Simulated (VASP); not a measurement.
Wanted: the native input for a VASP 6.6.1 run.

```
Task                   : single point
Functional             : PBEsol
Potentials or basis    : VASP PAW PBE potentials, release 64 (Al, Cu)
Cutoff                 : 520 eV
k mesh                 : 12 × 12 × 10
Occupations            : gaussian, width 0.15 eV
Spin                   : no spin polarisation
Dipole correction      : no
Further INCAR settings : ALGO = Fast; EDIFF = 1e-06; NBANDS = 24
```

The structure of Al3Cu2 lies in POSCAR:

```
Al3Cu2
1.0
    4.0985856014      0.0000000000      0.0000000000
   -2.0492928007      3.5494792504      0.0000000000
    0.0000000000      0.0000000000      4.9821008425
Al Cu
3 2
Direct
    0.0000000000      0.0000000000      0.0000000000
    0.3333333333      0.6666666667      0.3515059809
    0.6666666667      0.3333333333      0.6484940191
    0.2453233687      0.6226616844      0.8839301411
    0.5786567021      0.2893283510      0.1993501777
```

This cell differs from its parent crystal: all Cu atoms moved +0.375 Å, as atom 4 towards its neighbour atom 5 (Cu) at 2.841 Å.

These files were run (other wordings do the same):

INCAR

```
  PREC = Accurate
  ENCUT = 520
  EDIFF = 1E-6
  ISMEAR = 0
  SIGMA = 0.15
  LREAL = False
  LASPH = True
  NELM = 60
  ALGO = Fast
  ISIF = 2
  LWAVE = False
  LCHARG = True
  GGA = PS
  LELF = True
  LVHAR = True
  NBANDS = 24
```

KPOINTS

```
regular mesh
0
Gamma
  12 12 10
```

Potentials or basis: VASP PAW PBE potentials, release 64 (Al, Cu).

The run is started by

```bash
$ cat potpaw_PBE.64/Al/POTCAR potpaw_PBE.64/Cu/POTCAR > POTCAR
$ mpirun -np 1 vasp_std > vasp.out
```

It gave:

```json
{"Pressure": "6.2 GPa", "Largest force": "2.344 eV/Å", "Band gap on the k mesh": "zero (an odd number of electrons rules out a gap without spin polarisation)"}
```

Caveat: the cell differs from its parent crystal (all Cu atoms moved +0.375 Å, as atom 4 towards its neighbour atom 5 (Cu) at 2.841 Å); the cell stands under pressure; the PAW data sets were made with another functional, which shifts forces and pressure a little.

It took 6.8 min on 1 thread of Intel(R) Xeon(R) 6975P-C (Granite Rapids) (shared host), peak memory 0.64 GiB.
